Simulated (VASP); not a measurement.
Write the native input for VASP 6.6.1 that does the following.

```
Task                   : single point
Functional             : PBEsol
Potentials or basis    : VASP PAW PBE potentials, release 64 (Cd, F)
Cutoff                 : 520 eV
k mesh                 : 8 × 8 × 8
Occupations            : gaussian, width 0.01 eV
Spin                   : no spin polarisation
Dipole correction      : no
Further INCAR settings : ALGO = Normal; EDIFF = 1e-07; NBANDS = 20
```

The structure of CdF2 lies in POSCAR:

```
CdF2
1.0
    2.7092473824      2.7092473824      0.0000000000
   -2.7092473824      2.7092473824      0.0000000000
    0.0000000000      2.7092473824      2.7092473824
Cd F
1 2
Direct
    0.0000000000      0.0000000000      0.0000000000
    0.2500000000      0.7500000000      0.5000000000
    0.7500000000      0.2500000000      0.5000000000
```

The input as run:

INCAR

```
SYSTEM = CdF2
PREC     = Accurate       ! precision mode
ENCUT    = 520            ! plane-wave cutoff, eV
EDIFF    = 1E-7           ! SCF threshold, eV
ISMEAR   = 0              ! smearing method
SIGMA    = 0.01           ! smearing width, eV
LREAL    = .False.        ! projectors in reciprocal space
LASPH    = .True.         ! aspherical terms in the spheres
NELM     = 60             ! most SCF steps
ALGO     = Normal         ! electronic algorithm
ISIF     = 2              ! what is computed and relaxed
LWAVE    = .False.        ! write WAVECAR
LCHARG   = .False.        ! write CHGCAR
GGA      = PS             ! functional
NBANDS   = 20             ! bands
```

KPOINTS

```
regular mesh
0
Gamma
  8 8 8
  0 0 0
```

Potentials or basis: VASP PAW PBE potentials, release 64 (Cd, F).

Run with:

```bash
$ cat potpaw_PBE.64/Cd/POTCAR potpaw_PBE.64/F/POTCAR > POTCAR
$ mpirun -np 1 vasp_std > vasp.out
```

It gave:

```yaml
Pressure: -1.3 GPa
Band_gap_on_the_k_mesh: 2.85 eV (least direct gap 3.36 eV)
```

Caveat: the PAW data sets were made with another functional, which shifts forces and pressure a little.

Wall time 46 s on 1 thread of AMD EPYC 7R13, on a shared host, peak memory 0.14 GiB.
